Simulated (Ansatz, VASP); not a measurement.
# Ta2S3: VASP beside Ansatz

```xyz
5
Lattice="4.7283 0.0000 0.0000 0.0000 4.7283 0.0000 0.0000 0.0000 4.7283" Properties=species:S:1:pos:R:3 pbc="T T T"
Ta    2.3642    2.3642    2.3642
Ta    0.0000    0.0000    0.0000
S     2.3642    0.0000    0.0000
S     0.0000    2.3642    0.0000
S     0.0000    0.0000    2.3642
```

Alike in both runs: functional PBE; k mesh 8 × 8 × 8; occupations gaussian, width 0.1 eV; collinear spin.

Ansatz relaxed the structure, and its values are those at the end. VASP's run is a single point on that final structure, the one shown.

|  | VASP | Ansatz |
| --- | --- | --- |
| version | VASP 6.6.1 | Ansatz 0.2.0 |
| potentials or method | VASP PAW PBE potentials, release 64 (Ta_sv_GW, S), cutoff 500 eV | scalar-relativistic, plane waves, PAW |
| valence electrons in the cell | 44 | 44 |

|  | VASP | Ansatz | Ansatz less VASP |
| --- | --- | --- | --- |
| gap on the k mesh at the Fermi level (eV) | none | none | - |
| pressure (GPa) | -0.4 | 0.0 | +0.36 |
| net moment per atom (μB) | 0.62 | 0.62 | -0.001 |
| size of the moment on the site where the two differ most (μB) | 2.43 | 2.34 | -0.089 |

Site moments also hang on the region over which each program counts them. A gap of «none» marks a metal or a gap that the smearing closes.

Spin-orbit coupling is off throughout.
